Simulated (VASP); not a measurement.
Runs of VASP 6.6.1 on AlNi3. The structure is that of space group Fm-3m (No. 225), or close to it. The cells are those of the table. 

```csv
fixed moment (μB),cell,pressure (GPa),moment (μB)
1.5,"a = 3.914 Å, angles 60.0°, 4 atoms",2.4,1.50
2.25,"a = 3.834 Å, angles 60.0°, 4 atoms",21.1,2.25
1.5,"a = 3.834 Å, angles 60.0°, 4 atoms",(b),1.50
2.625,"a = 4.065 Å, angles 60.0°, 4 atoms",(a),2.62
2.25,"a = 3.914 Å, angles 60.0°, 4 atoms",4.7,2.25
```

Alike in all rows: task single point; level LDA; potentials or basis VASP PAW LDA potentials, release 64 (Al, Ni); spin collinear, ferromagnetic start; k mesh 14 × 14 × 14; cutoff (eV) 520; smearing gaussian 0.15 eV.

Problem. Fill in the values left out.

Solution. (a) -14.4; (b) 18.2.

Caveats: the total moment is fixed, so each spin has its own Fermi level and the state may be an excited one; the cell stands under pressure (at least some runs); the cell stands under tension (at least some runs).
